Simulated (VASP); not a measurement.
Wanted: the native input for a VASP 6.6.1 run.

| Quantity | Value |
| --- | --- |
| Task | single point |
| Functional | PBE |
| Potentials or basis | VASP PAW PBE potentials, release 64 (Ge_d, Cu) |
| Cutoff | 520 eV |
| k mesh | 7 × 7 × 1 |
| Occupations | gaussian, width 0.1 eV |
| Spin | no spin polarisation |
| Dipole correction | yes |
| Further INCAR settings | ALGO = Normal; EDIFF = 1e-07; NBANDS = 42 |

The structure of CuGe4 lies in POSCAR:

```
CuGe4
1.0
    4.0740542205      0.0000000000      0.0000000000
    0.0000000000      4.0740542205      0.0000000000
    0.0000000000      0.0000000000     19.8557568590
Ge Cu
4 1
Direct
    0.0000000000      0.5000000000      0.2014529100
    0.0000000000      0.0000000000      0.2739958855
    0.5000000000      0.0000000000      0.3493666156
    0.5000000000      0.5000000000      0.4208228837
    1.0000000000      0.7500000000      0.3959690843
```

These files were run (other wordings do the same):

INCAR

```
PREC = Accurate ; ENCUT = 520
EDIFF = 1E-7 ; ISMEAR = 0
SIGMA = 0.1 ; LREAL = F
LASPH = T ; NELM = 80
ALGO = Normal ; ISIF = 2
LWAVE = F ; LCHARG = T
LDIPOL = T ; IDIPOL = 3
DIPOL = 0.5 0.5 0.328 ; GGA = PE
LELF = T ; LVHAR = T
LVACPOTAV = T ; NBANDS = 42
```

KPOINTS

```
regular mesh
0
Gamma
  7 7 1
```

Potentials or basis: VASP PAW PBE potentials, release 64 (Ge_d, Cu).

The run is started by

```console
$ cat potpaw_PBE.64/Ge_d/POTCAR potpaw_PBE.64/Cu/POTCAR > POTCAR
$ mpirun -np 1 vasp_std > vasp.out
```

Results of the run:

| Property | Result |
| --- | --- |
| Largest force | 1.426 eV/Å |

It took 9.2 min on 1 thread of Intel Xeon 6975P-C, with other jobs on the host, peak memory 0.47 GiB.
